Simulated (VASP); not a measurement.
Crystal: Fe.

```
Fe
1.0
     0.00000    1.77750    1.77750
     1.77750    0.00000    1.77750
     1.77750    1.77750    0.00000
Fe
1
Cartesian
  0.0000 0.0000 0.0000
```

Base run:

| Quantity | Value |
| --- | --- |
| Program | VASP 6.6.1 |
| Functional | PBE |
| Potentials or basis | VASP PAW PBE potentials, release 64 (Fe) |
| Cutoff | 520 eV |
| k mesh | 12 × 12 × 12 |
| Occupations | fermi-dirac, width 0.1 eV |
| Spin | collinear spin, ferromagnetic start |
| Starting moments | [1.09] μB |
| Fixed moment | 1.09 μB |

Its results: pressure -13.2 GPa; site moments Fe +1.08 μB.

Problem. The run is repeated on the same cell with these changes: fixed moment from 1.09 μB to 1.46 μB; moments at the start from [1.09] to [1.46]. What comes out?

Solution. Pressure -8.3 GPa; site moments Fe +1.45 μB.

Caveats: the total moment is fixed, so each spin has its own Fermi level.
